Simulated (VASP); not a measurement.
Wanted: the native input for a VASP 6.6.1 run.

```
Task                   : single point
Functional             : PBE
Potentials or basis    : VASP PAW PBE potentials, release 64 (Ca_sv, S)
Cutoff                 : 500 eV
k mesh                 : 8 × 8 × 8
Occupations            : gaussian, width 0.01 eV
Spin                   : no spin polarisation
Dipole correction      : no
Further INCAR settings : ALGO = Normal; EDIFF = 1e-06; NBANDS = 15
```

The structure of CaS lies in POSCAR:

```
CaS
1.0
    0.0000000000      2.8560320324      2.8560320324
    2.8560320324      0.0000000000      2.8560320324
    2.8560320324      2.8560320324      0.0000000000
Ca S
1 1
Direct
    0.0000000000      0.0000000000      0.0000000000
    0.5000000000      0.5000000000      0.5000000000
```

The input as run:

INCAR

```
SYSTEM = CaS
  ALGO = Normal
  EDIFF = 1E-6
  ENCUT = 500
  GGA = PE
  GGA_COMPAT = .FALSE.
  ISIF = 2
  ISMEAR = 0
  LASPH = .TRUE.
  LCHARG = .FALSE.
  LREAL = .FALSE.
  LWAVE = .FALSE.
  NBANDS = 15
  NELM = 120
  PREC = Accurate
  SIGMA = 0.01
```

KPOINTS

```
k-points
0
G
  8 8 8
  0 0 0
```

Potentials or basis: VASP PAW PBE potentials, release 64 (Ca_sv, S).

Command:

```sh
$ cat potpaw_PBE.64/Ca_sv/POTCAR potpaw_PBE.64/S/POTCAR > POTCAR
$ mpirun -np 1 vasp_std > vasp.out
```

It gave:

```
Pressure               : 0.1 GPa
Band gap on the k mesh : 2.38 eV (least direct gap 3.18 eV)
```

It took 31 s on 1 thread of Intel(R) Xeon(R) Platinum 8259CL CPU @ 2.50GHz (Skylake/Cascade Lake), on a shared host, peak memory 0.17 GiB.
